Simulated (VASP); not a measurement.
# WS2 in VASP: single point with PBEsol

Aim: the single point of WS2 with PBEsol.

All numbers are computed with VASP 6.6.1; they aren't measurements. Logs are shortened: lines on timing, memory, paths and dates and some standing lists are left out, and cuts for length are marked.

## 1. The cell of the first run

The cell holds a sheet with vacuum, 3 atoms: a = 3.185 Å, b = 3.185 Å, c = 30.084 Å, α = 90.00°, β = 90.00°, γ = 120.00°.

## 2. Single point, PBEsol, non-collinear spin, zero start, spin-orbit coupling

INCAR

```
  PREC = Accurate
  ENCUT = 400
  EDIFF = 1E-6
  ISMEAR = 0
  SIGMA = 0.01
  LREAL = F
  LASPH = T
  NELM = 200
  ALGO = Normal
  ISIF = 2
  LWAVE = F
  LCHARG = F
  LNONCOLLINEAR = T
  MAGMOM = 0 0 0 0 0 0 0 0 0
  LORBIT = 11
  LSORBIT = T
  GGA_COMPAT = F
  LORBMOM = T
  LMAXMIX = 4
  LDIPOL = T
  IDIPOL = 3
  DIPOL = 0.5 0.5 0.351
  GGA = PS
  NBANDS = 39
  NELMDL = -8
```

KPOINTS

```
regular mesh
0
Gamma
  12 12 1
```

POSCAR

```
WS2
1.0
    3.1845300000      0.0000000000      0.0000000000
   -1.5922650000      2.7578838791      0.0000000000
    0.0000000000      0.0000000000     30.0839999998
S W
2 1
Direct
    0.6666666667      0.3333333333      0.2997680145
    0.6666666667      0.3333333333      0.4029975752
    0.3333333333      0.6666666667      0.3513827948
```

Potentials or basis: VASP PAW PBE potentials, release 64 (S, W_sv).

Launch:

```sh
$ cat potpaw_PBE.64/S/POTCAR potpaw_PBE.64/W_sv/POTCAR > POTCAR
$ mpirun -np 1 vasp_ncl > vasp.out
```

OUTCAR:

```text
PREC = Accurate
   ENCUT = 400
   EDIFF = 1E-6
   ISMEAR = 0
   LREAL = F
   LASPH = T
   NELM = 200
   ISIF = 2
   LNONCOLLINEAR = T
   LORBIT = 11
   LSORBIT = T
   GGA = PS
   NELMDL = -8

 ion  position               nearest neighbor table
   1  0.667  0.333  0.300-   3 2.41   3 2.41   3 2.41
   2  0.667  0.333  0.403-   3 2.41   3 2.41   3 2.41
   3  0.333  0.667  0.351-   1 2.41   1 2.41   1 2.41   2 2.41   2 2.41   2 2.41

  LATTYP: Found a hexagonal cell.
 ALAT       =     3.1845300000
 C/A-ratio  =     9.4469199536

  Lattice vectors:

 A1 = (   3.1845300000,   0.0000000000,   0.0000000000)
 A2 = (  -1.5922650000,   2.7578838791,   0.0000000000)
 A3 = (   0.0000000000,   0.0000000000,  30.0839999998)

Analysis of symmetry for initial positions (statically):
=====================================================================
 Subroutine PRICEL returns:
 Original cell was already a primitive cell.

 Routine SETGRP: Setting up the symmetry group for a
 hexagonal supercell.

 Subroutine GETGRP returns: Found 12 space group operations
 (whereof  6 operations were pure point group operations)
 out of a pool of 24 trial point group operations.

The static configuration has the point symmetry C_3v.
 The point group associated with its full space group is D_3h.

Analysis of symmetry for dynamics (positions and initial velocities):
=====================================================================
 Subroutine PRICEL returns:
 Original cell was already a primitive cell.

 Routine SETGRP: Setting up the symmetry group for a
 hexagonal supercell.

 Subroutine GETGRP returns: Found 12 space group operations
 (whereof  6 operations were pure point group operations)
 out of a pool of 24 trial point group operations.

The dynamic configuration has the point symmetry C_3v.
 The point group associated with its full space group is D_3h.

Analysis of structural, dynamic, and magnetic symmetry:
=====================================================================
 Subroutine PRICEL returns:
 Original cell was already a primitive cell.

 Routine SETGRP: Setting up the symmetry group for a
 hexagonal supercell.

 Subroutine GETGRP returns: Found 12 space group operations
 (whereof  6 operations were pure point group operations)
 out of a pool of 24 trial point group operations.

The overall configuration has the point symmetry C_3v.
 The point group associated with its full space group is D_3h.

 Subroutine INISYM returns: Found 12 space group operations
 (whereof  6 operations are pure point group operations),
 and found     1 'primitive' translations

----------------------------------------------------------------------------------------

                                     Primitive cell

  volume of cell :     264.2147

  direct lattice vectors                    reciprocal lattice vectors
     3.184530000  0.000000000  0.000000000     0.314018081  0.181298424  0.000000000
    -1.592265000  2.757883879  0.000000000     0.000000000  0.362596847  0.000000000
     0.000000000  0.000000000 30.084000000     0.000000000  0.000000000  0.033240261

  length of vectors
     3.184530000  3.184530000 30.084000000     0.362596847  0.362596847  0.033240261

  position of ions in fractional coordinates (direct lattice)
     0.666666667  0.333333333  0.299768015
     0.666666667  0.333333333  0.402997575
     0.333333333  0.666666667  0.351382795

  ion indices of the primitive-cell ions
   primitive index   ion index
                 1           1
                 2           2
                 3           3

----------------------------------------------------------------------------------------

 KPOINTS: regular mesh

Automatic generation of k-mesh.
[... 113 lines left out ...]

 dipolmoment           0.000000      0.000000      0.000004 electrons x Angstroem

 Free energy of the ion-electron system (eV)
  ---------------------------------------------------
  ext. energy  EPLUGINS =         0.00000000
  ---------------------------------------------------
  free energy    TOTEN  =       -25.99273384 eV

  energy without entropy =      -25.99273384  energy(sigma->0) =      -25.99273384

 E-fermi :  -2.7796     XC(G=0):  -2.5806

 val. band max:       -3.0353525186   @ k =   0.3333   0.3333   0.0000
 cond. band min:      -1.5313938812   @ k =   0.3333   0.3333   0.0000
 fundamental gap:      1.5039586374
 Fermi energy:        -2.7796416234

 k-point     1 :       0.0000    0.0000    0.0000
  band No.  band energies     occupation
      1     -77.1991      1.00000
      2     -77.1991      1.00000
      3     -47.2640      1.00000
      4     -47.2640      1.00000
      5     -38.6338      1.00000
      6     -38.6338      1.00000
[... 973 lines left out ...]
     37       4.4598      0.00000
     38       4.5061      0.00000

 [... further k-points ...]

 [bands above 38 left out]

------------------------ aborting loop because EDIFF is reached ----------------------------------------

 vacuum level on the upper side and lower side of the slab       (xc-potential included)        -0.002        -0.003

  FORCE on cell =-STRESS in cart. coord.  units (eV):
  Direction    XX          YY          ZZ          XY          YZ          ZX
  --------------------------------------------------------------------------------------
  -------------------------------------------------------------------------------------
  Total       -1.0649430     -1.0649430      0.1153345     -0.0000000      0.0000000      0.0000000
  in kB       -6.4577322     -6.4577322      0.6993798     -0.0000000      0.0000000      0.0000000
  external PRESSURE =      -4.0720282 kB  Pullay stress =       0.0000000 kB

 VOLUME and BASIS-vectors are now :
 -----------------------------------------------------------------------------
  energy-cutoff  :      400.00
  volume of cell :      264.21
      direct lattice vectors                 reciprocal lattice vectors
     3.184530000  0.000000000  0.000000000     0.314018081  0.181298424  0.000000000
    -1.592265000  2.757883879  0.000000000     0.000000000  0.362596847  0.000000000
     0.000000000  0.000000000 30.084000000     0.000000000  0.000000000  0.033240261

 POSITION                                       TOTAL-FORCE (eV/Angst)
 -----------------------------------------------------------------------------------
      1.59227      0.91929      9.01822         0.000000     -0.000000     -0.045623
      1.59227      0.91929     12.12378         0.000000     -0.000000      0.045623
     -0.00000      1.83859     10.57100        -0.000000      0.000000     -0.000000
 -----------------------------------------------------------------------------------
    total drift:                               -0.000000      0.000000      0.000204

  FREE ENERGIE OF THE ION-ELECTRON SYSTEM (eV)
  ---------------------------------------------------
  free  energy   TOTEN  =       -25.9927338402 eV

  energy  without entropy=      -25.9927338402  energy(sigma->0) =      -25.99273384

 vacuum level on the upper side and lower side of the slab         2.514         2.514

 orbital moment (x)

 # of ion     p       d       tot
 ----------------------------------------
  1        -0.000   0.000  -0.000
  2         0.000   0.000   0.000
  3         0.000  -0.000  -0.000
 ----------------------------------------
           -0.000  -0.000  -0.000

 orbital moment (y)

 # of ion     p       d       tot
 ----------------------------------------
  1        -0.000   0.000  -0.000
  2         0.000   0.000   0.000
  3        -0.000  -0.000  -0.000
 ----------------------------------------
           -0.000  -0.000  -0.000

 orbital moment (z)

 # of ion     p       d       tot
 ----------------------------------------
  1         0.000   0.000   0.000
  2         0.000   0.000   0.000
  3         0.000   0.000   0.000
 ----------------------------------------
            0.000   0.000   0.000

 Spin-Orbit-Coupling matrix elements

 Ion:    1  E_soc:     -0.0029737
 l=   1
     0.0000000    -0.0004620    -0.0005629
    -0.0004620     0.0000000    -0.0004620
    -0.0005629    -0.0004620     0.0000000
 l=   2
     0.0000000     0.0000000     0.0000000     0.0000000     0.0000000
     0.0000000     0.0000000     0.0000000     0.0000000     0.0000000
     0.0000000     0.0000000     0.0000000     0.0000000     0.0000000
     0.0000000     0.0000000     0.0000000     0.0000000     0.0000000
     0.0000000     0.0000000     0.0000000     0.0000000     0.0000000
 l=   3
     0.0000000     0.0000000     0.0000000     0.0000000     0.0000000     0.0000000     0.0000000
     0.0000000     0.0000000     0.0000000     0.0000000     0.0000000     0.0000000     0.0000000
     0.0000000     0.0000000     0.0000000     0.0000000     0.0000000     0.0000000     0.0000000
     0.0000000     0.0000000     0.0000000     0.0000000     0.0000000     0.0000000     0.0000000
[... 29 lines left out ...]
 l=   2
     0.0000000    -0.0050993     0.0000000    -0.0050993    -0.0223834
    -0.0050993     0.0000000    -0.0166397    -0.0043669    -0.0050993
     0.0000000    -0.0166397     0.0000000    -0.0166397     0.0000000
    -0.0050993    -0.0043669    -0.0166397     0.0000000    -0.0050993
    -0.0223834    -0.0050993     0.0000000    -0.0050993     0.0000000
 l=   3
     0.0000000     0.0000000     0.0000000     0.0000000     0.0000000     0.0000000     0.0000000
     0.0000000     0.0000000     0.0000000     0.0000000     0.0000000     0.0000000     0.0000000
     0.0000000     0.0000000     0.0000000     0.0000000     0.0000000     0.0000000     0.0000000
     0.0000000     0.0000000     0.0000000     0.0000000     0.0000000     0.0000000     0.0000000
     0.0000000     0.0000000     0.0000000     0.0000000     0.0000000     0.0000000     0.0000000
     0.0000000     0.0000000     0.0000000     0.0000000     0.0000000     0.0000000     0.0000000
     0.0000000     0.0000000     0.0000000     0.0000000     0.0000000     0.0000000     0.0000000

 total charge

# of ion       s       p       d       tot
------------------------------------------
    1        1.352   2.345   0.000   3.697
    2        1.352   2.345   0.000   3.697
    3        2.323   6.334   3.403  12.061
--------------------------------------------------
tot          5.027  11.025   3.403  19.455

 magnetization (x)

# of ion       s       p       d       tot
------------------------------------------
    1       -0.000  -0.000   0.000  -0.000
    2        0.000   0.000   0.000   0.000
    3        0.000  -0.000   0.000   0.000
--------------------------------------------------
tot         -0.000  -0.000   0.000  -0.000

 magnetization (y)

# of ion       s       p       d       tot
------------------------------------------
    1        0.000   0.000   0.000   0.000
    2        0.000   0.000   0.000   0.000
    3        0.000   0.000  -0.000  -0.000
--------------------------------------------------
tot          0.000   0.000  -0.000  -0.000

 magnetization (z)

# of ion       s       p       d       tot
------------------------------------------
    1       -0.000  -0.000   0.000  -0.000
    2       -0.000   0.000   0.000  -0.000
    3        0.000  -0.000  -0.000  -0.000
--------------------------------------------------
tot         -0.000  -0.000  -0.000  -0.000
```

Wall time 28 min (1 thread of Intel Xeon 8259CL, shared host); peak memory 0.97 GiB.

Results:

- Free energy: -25.9927 eV
- Largest force: 0.046 eV/Å
- Net moment: 0.00 μB per cell
- Valence electrons inside the program's atomic spheres: S 3.70; W 12.06

Forces on the atoms (eV/Å):
```
S    0.000  0.000 -0.046
S    0.000  0.000  0.046
W    0.000  0.000  0.000
```

Moments on the atoms (μB; x, y, z):
```
S   0.00 0.00 0.00
S   0.00 0.00 0.00
W   0.00 0.00 0.00
```

Caveat: the PAW data sets were made with another functional, which shifts forces and pressure a little.
